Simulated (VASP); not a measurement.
Write the native input for VASP 6.6.1 that does the following.

```yaml
Task: single point
Functional: PBE
Potentials_or_basis: VASP PAW PBE potentials, release 64 (As, I)
Cutoff: 520 eV
k_mesh: 6 × 6 × 4
Occupations: gaussian, width 0.1 eV
Spin: no spin polarisation
Dipole_correction: no
Further_INCAR_settings: ALGO = Normal; EDIFF = 1e-06; NBANDS = 13
```

The structure of AsI lies in POSCAR:

```
AsI
1.0
    3.6974071557      0.0000000000      0.0000000000
    0.0000000000      3.6974071557      0.0000000000
    0.0000000000      0.0000000000      4.8462443791
As I
1 1
Direct
    0.5000000000      0.5000000000      0.5000000000
    0.0000000000      0.0000000000      0.0000000000
```

The input as run:

INCAR

```
SYSTEM = AsI
  PREC = Accurate
  ENCUT = 520
  EDIFF = 1E-6
  ISMEAR = 0
  SIGMA = 0.1
  LREAL = .False.
  LASPH = .True.
  NELM = 60
  ALGO = Normal
  ISIF = 2
  LWAVE = .False.
  LCHARG = .True.
  GGA = PE
  LELF = .True.
  LVHAR = .True.
  NBANDS = 13
```

KPOINTS

```
Automatic mesh
0
Gamma
  6 6 4
  0 0 0
```

Potentials or basis: VASP PAW PBE potentials, release 64 (As, I).

Launch:

```bash
$ cat potpaw_PBE.64/As/POTCAR potpaw_PBE.64/I/POTCAR > POTCAR
$ mpirun -np 1 vasp_std > vasp.out
```

Results of the run:

| Item | Value |
| --- | --- |
| Pressure | -5.5 GPa |
| Band gap on the k mesh | zero (band 6 reaches 5.25 eV, above the bottom of band 7 at 1.62 eV) |

Caveat: spin-orbit coupling is left out, which moves the levels of the heavy elements.

It took 16 s on 1 thread of Intel(R) Xeon(R) Platinum 8259CL CPU @ 2.50GHz (Skylake/Cascade Lake), with other jobs on the host, peak memory 0.18 GiB.
